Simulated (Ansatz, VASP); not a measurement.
# BiTe, level by level in two programs

```
Bi Te
1.0
     2.40645    1.38936    3.29503
    -2.40645    1.38936    3.29503
     0.00000   -2.77873    3.29503
Bi Te
1 1
Direct
  0.50000 0.50000 0.50000
  0.00000 0.00000 0.00000
```

Single points on this cell with VASP 6.6.1 and Ansatz 0.2.0. Each row is one pair of runs. Alike in all rows: spin: off; smearing: fermi-dirac, width 0.05 eV.

```csv
level,k mesh,"VASP's potentials, cutoff","Ansatz's potentials, cutoff","gap on the k mesh at the Fermi level (eV), VASP","gap on the k mesh at the Fermi level (eV), Ansatz","pressure (GPa), VASP","pressure (GPa), Ansatz"
r2SCAN,7 × 7 × 7,"VASP PAW PBE potentials, release 64 (Bi_d, Te), 520 eV","Ansatz PAW, 500 eV",none,none,0.4,0.4
LDA,7 × 7 × 7,"VASP PAW LDA potentials, release 64 (Bi_d, Te), 520 eV","Ansatz PAW, 420 eV",none,none,-2.5,-2.5
HSE06,4 × 4 × 4,"VASP PAW PBE potentials, release 64 (Bi_d, Te), 520 eV","Ansatz PAW, 420 eV",none,none,-1.0,-0.8
```

Pressure (GPa): the two programs differ by at most 0.24.

VASP's potentials hold 21 valence electrons a cell and Ansatz's 31, so a difference there can come from the potentials and not from the codes.

A gap of «none» marks a metal or a gap that the smearing closes.

The k mesh is coarse in some rows, so the values compare programs but aren't converged. Spin-orbit coupling is off throughout.
